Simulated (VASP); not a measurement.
Wanted: the native input for a VASP 6.6.1 run.

| Item | Value |
| --- | --- |
| Task | relaxation of cell and atoms |
| Functional | PBE |
| Potentials or basis | VASP PAW PBE potentials, release 64 (Ni, O) |
| Cutoff | 600 eV |
| k mesh | 6 × 6 × 6 |
| Occupations | gaussian, width 0.1 eV |
| Spin | collinear spin, antiferromagnetic start |
| Starting moments | [1.86, -1.86, 0.0, 0.0] μB |
| Hubbard terms | Ni d U = 4.2 eV |
| Dipole correction | no |
| Further INCAR settings | ALGO = Normal; EDIFF = 1e-07; IBRION = 2; EDIFFG = -0.05; NSW = 100; ISIF = 3 |

The structure of NiO lies in POSCAR:

```
NiO
1.0
    0.0000000000      2.0859016410     -2.0859016410
    0.0000000000      2.0859016410      2.0859016410
    4.1718032830      0.0000000000      0.0000000000
Ni O
2 2
Direct
    0.0000000000      0.0000000000      0.0000000000
    0.5000000000      0.5000000000      0.5000000000
    0.0000000000      1.0000000000      0.5000000000
    0.5000000000      1.5000000000      1.0000000000
```

The input as run:

INCAR

```
SYSTEM = NiO
ALGO = Normal
EDIFF = 1E-7
EDIFFG = -0.05
ENCUT = 600
GGA = PE
GGA_COMPAT = .FALSE.
IBRION = 2
ISIF = 3
ISMEAR = 0
ISPIN = 2
LASPH = .TRUE.
LCHARG = .FALSE.
LDAU = .TRUE.
LDAUJ = 0 0
LDAUL = 2 -1
LDAUPRINT = 1
LDAUTYPE = 2
LDAUU = 4.2 0
LMAXMIX = 4
LORBIT = 11
LREAL = .FALSE.
LWAVE = .FALSE.
MAGMOM = 1.86 -1.86 0 0
NELM = 200
NELMIN = 4
NSW = 100
PREC = Accurate
SIGMA = 0.1
```

KPOINTS

```
k-points
0
G
  6 6 6
  0 0 0
```

Potentials or basis: VASP PAW PBE potentials, release 64 (Ni, O).

The run is started by

```console
$ cat potpaw_PBE.64/Ni/POTCAR potpaw_PBE.64/O/POTCAR > POTCAR
$ mpirun -np 1 vasp_std > vasp.out
```

It gave:

- Relaxed volume: 9.33 Å³/atom
- Relaxed cell: a = 2.978 Å, b = 2.978 Å, c = 4.211 Å, α = 90.00°, β = 90.00°, γ = 90.00°
- Space group after relaxing (to 0.1 Å): Fm-3m (No. 225)
- Energy gained by relaxing: 4.3 meV/atom
- Ionic steps: 3
- Pressure after relaxing: 0.0 GPa
- Band gap on the k mesh: 1.61 eV
- Net moment: 0.00 μB per cell
- Site moments: Ni +1.77, -1.77; O -0.07, +0.07 μB
- Valence electrons inside the program's atomic spheres: Ni 8.93; O 5.01

Wall time 4.5 min on 1 thread of Intel Xeon 8259CL (shared host), peak memory 0.21 GiB.
